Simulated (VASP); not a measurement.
# Ag (Cmcm) in VASP: single point with PBE

Aim: the single point of Ag with PBE.

Everything below comes from runs of VASP 6.6.1. Logs are shortened: lines on timing, memory, paths and dates and some standing lists are left out, and cuts for length are marked.

## (1) The cell of the first run

The structure is orthorhombic, space group Cmcm (No. 63). The conventional cell has a = 4.086 Å, b = 4.086 Å, c = 4.086 Å, α = 90.00°, β = 90.00°, γ = 90.00°. Ag (site symmetry m2m) has 12 Ag at 2.77 to 3.02 Å within 3.6 Å.

## (2) Single point, PBE

INCAR reads:

```
SYSTEM = Ag
  PREC = Accurate
  ENCUT = 500
  EDIFF = 1E-6
  ISMEAR = 0
  SIGMA = 0.15
  LREAL = .FALSE.
  LASPH = .TRUE.
  NELM = 120
  ALGO = Normal
  ISIF = 2
  LWAVE = .FALSE.
  LCHARG = .FALSE.
  GGA = PE
  NBANDS = 18
  GGA_COMPAT = .FALSE.
```

KPOINTS reads:

```
Automatic mesh
0
G
  16 16 12
  0 0 0
```

POSCAR reads:

```
Ag
1.0
    0.0000000000     -2.0431000000     -2.0431000000
    0.0000000000      2.0431000000     -2.0431000000
    4.0862000000      0.0000000000      0.0000000000
Ag
2
Direct
    0.5220253536      0.4779746464      0.5000000000
   -0.0220253536      0.0220253536      0.0000000000
```

Potentials or basis: VASP PAW PBE potentials, release 64 (Ag).

Run with:

```console
> cat potpaw_PBE.64/Ag/POTCAR > POTCAR
> mpirun -np 1 vasp_std > vasp.out
```

OUTCAR:

```text
SYSTEM = Ag
   PREC = Accurate
   ENCUT = 500
   EDIFF = 1E-6
   ISMEAR = 0
   LREAL = .FALSE.
   LASPH = .TRUE.
   NELM = 120
   ISIF = 2
   GGA = PE

 ion  position               nearest neighbor table
   1  0.522  0.478  0.500-   2 2.77   2 2.77   2 2.89   2 2.89   2 2.89   2 2.89   2 3.02   2 3.02

   2  0.978  0.022  0.000-   1 2.77   1 2.77   1 2.89   1 2.89   1 2.89   1 2.89   1 3.02   1 3.02

  LATTYP: Found a simple tetragonal cell.
 ALAT       =     2.8893797293
 C/A-ratio  =     1.4142135624

  Lattice vectors:

 A1 = (   0.0000000000,  -2.0431000000,  -2.0431000000)
 A2 = (   0.0000000000,   2.0431000000,  -2.0431000000)
 A3 = (   4.0862000000,   0.0000000000,   0.0000000000)

Analysis of symmetry for initial positions (statically):
=====================================================================
 Subroutine PRICEL returns:
 Original cell was already a primitive cell.

 Routine SETGRP: Setting up the symmetry group for a
 simple tetragonal supercell.

 Subroutine GETGRP returns: Found  8 space group operations
 (whereof  4 operations were pure point group operations)
 out of a pool of 16 trial point group operations.

The static configuration has the point symmetry C_2v.
 The point group associated with its full space group is D_2h.

Analysis of symmetry for dynamics (positions and initial velocities):
=====================================================================
 Subroutine PRICEL returns:
 Original cell was already a primitive cell.

 Routine SETGRP: Setting up the symmetry group for a
 simple tetragonal supercell.

 Subroutine GETGRP returns: Found  8 space group operations
 (whereof  4 operations were pure point group operations)
 out of a pool of 16 trial point group operations.

The dynamic configuration has the point symmetry C_2v.
 The point group associated with its full space group is D_2h.

 Subroutine INISYM returns: Found  8 space group operations
 (whereof  4 operations are pure point group operations),
 and found     1 'primitive' translations

----------------------------------------------------------------------------------------

                                     Primitive cell

  volume of cell :      34.1137

  direct lattice vectors                    reciprocal lattice vectors
     0.000000000 -2.043100000 -2.043100000     0.000000000 -0.244726151 -0.244726151
     0.000000000  2.043100000 -2.043100000     0.000000000  0.244726151 -0.244726151
     4.086200000  0.000000000  0.000000000     0.244726151  0.000000000  0.000000000

  length of vectors
     2.889379729  2.889379729  4.086200000     0.346095042  0.346095042  0.244726151

  position of ions in fractional coordinates (direct lattice)
     0.522025354  0.477974646  0.500000000
     0.977974646  0.022025354  0.000000000

  ion indices of the primitive-cell ions
   primitive index   ion index
                 1           1
                 2           2

----------------------------------------------------------------------------------------

 KPOINTS: Automatic mesh

Automatic generation of k-mesh.
 Grid dimensions read from file:
 generate k-points for:   16   16   12

 Generating k-lattice:

  Cartesian coordinates                     Fractional coordinates (reciprocal lattice)
     0.000000000 -0.015295384 -0.015295384     0.062500000  0.000000000  0.000000000
     0.000000000  0.015295384 -0.015295384     0.000000000  0.062500000  0.000000000
     0.020393846  0.000000000  0.000000000     0.000000000  0.000000000  0.083333333

  Length of vectors
     0.021630940  0.021630940  0.020393846

  Shift w.r.t. Gamma in fractional coordinates (k-lattice)
     0.000000000  0.000000000  0.000000000

 Subroutine IBZKPT returns following result:
 ===========================================

 Found    511 irreducible k-points:

 Following reciprocal coordinates:
            Coordinates               Weight
  0.000000  0.000000  0.000000      1.000000
  0.062500  0.000000  0.000000      4.000000
  0.125000  0.000000  0.000000      4.000000
  0.187500  0.000000  0.000000      4.000000
  0.250000  0.000000  0.000000      4.000000
  0.312500  0.000000  0.000000      4.000000
[... 16 lines left out ...]
 -0.062500  0.437500  0.000000      4.000000
  0.500000  0.062500  0.000000      4.000000
 [... further k-points ...]
   k-points           NKPTS =    511   k-points in BZ     NKDIM =    511   number of bands    NBANDS=     18
   number of dos      NEDOS =    301   number of ions     NIONS =      2
   total plane-waves  NPLWV =  17280
   dimension x,y,z NGX =    24 NGY =   24 NGZ =   30
   dimension x,y,z NGXF=    48 NGYF=   48 NGZF=   60
   ions per type =               2
   NGX,Y,Z   is equivalent  to a cutoff of  13.81, 13.81, 12.21 a.u.
   NGXF,Y,Z  is equivalent  to a cutoff of  27.62, 27.62, 24.41 a.u.
 SYSTEM =  Ag
   PREC   = accura    normal or accurate (medium, high low for compatibility)
   ISTART =      0    job   : 0-new  1-cont  2-samecut
   ICHARG =      2    charge: 1-file 2-atom 10-const
   ISPIN  =      1    spin polarized calculation?
   LNONCOLLINEAR =      F non collinear calculations
   LSORBIT =      F    spin-orbit coupling
   LASPH  =      T    aspherical Exc in radial PAW
   ENCUT  =  500.0 eV  36.75 Ry    6.06 a.u.   5.27  5.27  7.45*2*pi/ulx,y,z
   NELM   =    120;   NELMIN=  2; NELMDL= -5     # of ELM steps
   EDIFF  = 0.1E-05   stopping-criterion for ELM
   LREAL  =      F    real-space projection
   EDIFFG = 0.1E-04   stopping-criterion for IOM
   NSW    =      0    number of steps for IOM
   IBRION =     -1    ionic relax: 0-MD 1-quasi-New 2-CG
   NFREE  =      0    steps in history (QN), initial steepest desc. (CG)
   ISIF   =      2    stress and relaxation
   ISYM   =      2    0-nonsym 1-usesym 2-fastsym
   POTIM  = 0.5000    time-step for ionic-motion
   TEBEG  =    0.0;   TEEND  =   0.0 temperature during run
   PSTRESS=    0.0 pullay stress
   NELECT =      22.0000    total number of electrons
   NUPDOWN=      -1.0000    fix difference up-down
   EMIN   =  10.00;   EMAX   =-10.00  energy-range for DOS
   EFERMI =   0.00;   METHOD = LEGACY
   ISMEAR =     0;   SIGMA  =   0.15  broadening in eV -4-tet -1-fermi 0-gaus
   EFERMI_NEDOS =   21; number of points for ismear=-14 and -15
   IALGO  =     38    algorithm
   IMIX   =      4    mixing-type and parameters
     AMIX     =   0.40;   BMIX     =  1.00
     AMIX_MAG =   1.60;   BMIX_MAG =  1.00
  volume/ion in A,a.u.               =      17.06       115.11
  Fermi-wavevector in a.u.,A,eV,Ry     =   1.414402  2.672832 27.218893  2.000532
  Thomas-Fermi vector in A             =   2.535948
   LORBIT       =      0    0 simple, 1 ext, 2 COOP (PROOUT), +10 PAW based schemes
   GGA     = PE    functional components
   LHFCALC =     F    Hartree Fock is set to
   AEXX    =    0.0000 exact exchange contribution
   IVDW    =     0    specifies the selected vdW correction
   LEPSILON=     F    determine dielectric tensor
   LRPA    =     F    only Hartree local field effects (RPA)
 non-spin polarized calculation
 Gauss-broadening in eV      SIGMA  =   0.15
  energy-cutoff  :      500.00
  volume of cell :       34.11
 maximum number of plane-waves:       888
 NGX is ok and might be reduce to    24
   NGX = 11   NGY = 11   NGZ = 15

 number of electron      21.9999994 magnetization

 Free energy of the ion-electron system (eV)
  ---------------------------------------------------
  ext. energy  EPLUGINS =         0.00000000
  ---------------------------------------------------
  free energy    TOTEN  =        -5.37425841 eV

  energy without entropy =       -5.36867268  energy(sigma->0) =       -5.37146555

 E-fermi :   8.4570     XC(G=0): -12.2033

 val. band max:        8.4494438528   @ k =   0.4375   0.0000   0.4167
 cond. band min:       8.4631546698   @ k =   0.5000   0.1875   0.0833
 fundamental gap:      0.0137108170
 Fermi energy:         8.4570224531

 k-point     1 :       0.0000    0.0000    0.0000
  band No.  band energies     occupation
      1       0.6622      2.00000
      2       1.9810      2.00000
      3       2.1397      2.00000
      4       3.5713      2.00000
      5       3.5845      2.00000
      6       3.6634      2.00000
[... 10 lines left out ...]
     17      25.3670      0.00000
     18      25.4237      0.00000

 k-point     2 :       0.0625    0.0000    0.0000
  band No.  band energies     occupation
      1       0.7437      2.00000
      2       2.0220      2.00000
      3       2.1799      2.00000
      4       3.5639      2.00000
      5       3.6141      2.00000
      6       3.6647      2.00000
[... 10 lines left out ...]
     17      25.3691      0.00000
     18      26.0654      0.00000

 k-point     3 :       0.1250    0.0000    0.0000
  band No.  band energies     occupation
      1       0.9821      2.00000
      2       2.1224      2.00000
      3       2.3145      2.00000
      4       3.5150      2.00000
      5       3.6947      2.00000
      6       3.6987      2.00000
[... 10 lines left out ...]
     17      25.2997      0.00000
     18      26.0148      0.00000

 k-point     4 :       0.1875    0.0000    0.0000
  band No.  band energies     occupation
      1       1.3564      2.00000
      2       2.2505      2.00000
      3       2.5492      2.00000
      4       3.4263      2.00000
      5       3.7709      2.00000
      6       3.7950      2.00000
[... 10 lines left out ...]
     17      24.5140      0.00000
     18      25.2524      0.00000

 k-point     5 :       0.2500    0.0000    0.0000
  band No.  band energies     occupation
      1       1.8248      2.00000
      2       2.4012      2.00000
      3       2.8465      2.00000
      4       3.3248      2.00000
      5       3.8484      2.00000
      6       3.8562      2.00000
[... 10 lines left out ...]
     17      23.1740      0.00000
     18      25.1146      0.00000

 k-point     6 :       0.3125    0.0000    0.0000
  band No.  band energies     occupation
      1       2.3163      2.00000
      2       2.5696      2.00000
      3       3.1556      2.00000
      4       3.2345      2.00000
      5       3.8033      2.00000
      6       3.8395      2.00000
[... 10 lines left out ...]
     17      22.2869      0.00000
     18      25.0006      0.00000

 k-point     7 :       0.3750    0.0000    0.0000
  band No.  band energies     occupation
      1       2.7242      2.00000
      2       2.7501      2.00000
      3       3.1758      2.00000
      4       3.4252      2.00000
      5       3.5882      2.00000
      6       3.7707      2.00000
[... 10 lines left out ...]
     17      23.3850      0.00000
     18      24.9467      0.00000

 k-point     8 :       0.4375    0.0000    0.0000
  band No.  band energies     occupation
      1       2.8876      2.00000
      2       2.9879      2.00000
      3       3.1617      2.00000
      4       3.3989      2.00000
      5       3.6025      2.00000
      6       3.7064      2.00000
[... 10 lines left out ...]
     17      24.4100      0.00000
     18      25.0614      0.00000
[... 229 lines left out ...]
     17      21.9691      0.00000
     18      25.7576      0.00000

 k-point    20 :       0.3750    0.0625    0.0000
  band No.  band energies     occupation
      1       2.7408      2.00000
      2       2.8205      2.00000
      3       3.0970      2.00000
      4       3.3849      2.00000
      5       3.5367      2.00000
      6       3.6885      2.00000
[... 10 lines left out ...]
     17      22.1400      0.00000
     18      25.9662      0.00000

 k-point    21 :      -0.0625    0.3750    0.0000
  band No.  band energies     occupation
      1       2.7664      2.00000
      2       2.8075      2.00000
      3       3.1253      2.00000
      4       3.3724      2.00000
      5       3.4999      2.00000
      6       3.7038      2.00000
[... 10 lines left out ...]
     17      22.2450      0.00000
     18      25.3147      0.00000

 k-point    22 :       0.4375    0.0625    0.0000
  band No.  band energies     occupation
      1       2.9316      2.00000
      2       3.0473      2.00000
      3       3.0827      2.00000
      4       3.3435      2.00000
      5       3.5087      2.00000
      6       3.5812      2.00000
[... 10 lines left out ...]
     17      23.0177      0.00000
     18      25.0649      0.00000

 k-point    23 :      -0.0625    0.4375    0.0000
  band No.  band energies     occupation
      1       2.9479      2.00000
      2       3.0429      2.00000
      3       3.1040      2.00000
      4       3.3209      2.00000
      5       3.4742      2.00000
      6       3.6096      2.00000
[... 10 lines left out ...]
     17      23.1985      0.00000
     18      24.6239      0.00000

 k-point    24 :       0.5000    0.0625    0.0000
  band No.  band energies     occupation
      1       3.0182      2.00000
      2       3.1023      2.00000
      3       3.1253      2.00000
      4       3.2525      2.00000
      5       3.4883      2.00000
      6       3.5799      2.00000
[... 10 lines left out ...]
     17      23.8308      0.00000
     18      24.1495      0.00000

 [... further k-points ...]
[... 5 lines left out ...]
  --------------------------------------------------------------------------------------
  -------------------------------------------------------------------------------------
  Total        1.2777211      1.1802920      0.9528653      0.0000000      0.0000000      0.0000000
  in kB       60.0091915     55.4333567     44.7520827      0.0000000      0.0000000      0.0000000
  external PRESSURE =      53.3982103 kB  Pullay stress =       0.0000000 kB

 VOLUME and BASIS-vectors are now :
 -----------------------------------------------------------------------------
  energy-cutoff  :      500.00
  volume of cell :       34.11
      direct lattice vectors                 reciprocal lattice vectors
     0.000000000 -2.043100000 -2.043100000     0.000000000 -0.244726151 -0.244726151
     0.000000000  2.043100000 -2.043100000     0.000000000  0.244726151 -0.244726151
     4.086200000  0.000000000  0.000000000     0.244726151  0.000000000  0.000000000

 POSITION                                       TOTAL-FORCE (eV/Angst)
 -----------------------------------------------------------------------------------
      2.04310     -0.09000     -2.04310         0.000000      0.502558      0.000000
      0.00000     -1.95310     -2.04310         0.000000     -0.502558      0.000000
 -----------------------------------------------------------------------------------
    total drift:                               -0.000000     -0.000000      0.000000

  FREE ENERGIE OF THE ION-ELECTRON SYSTEM (eV)
  ---------------------------------------------------
  free  energy   TOTEN  =        -5.3742584124 eV

  energy  without entropy=       -5.3686726806  energy(sigma->0) =       -5.37146555
```

Run time: 4.7 min. Hardware: 1 thread of Intel Xeon 8259CL, shared host; peak memory 0.34 GiB.

Results:

```
Free energy            : -5.3743 eV
Pressure               : 5.3 GPa
Largest force          : 0.503 eV/Å
Band gap on the k mesh : zero (band 11 reaches 14.10 eV, above the bottom of band 12 at 5.09 eV)
```

Forces on the atoms (eV/Å):
```
Ag   0.000  0.503  0.000
Ag   0.000 -0.503  0.000
```
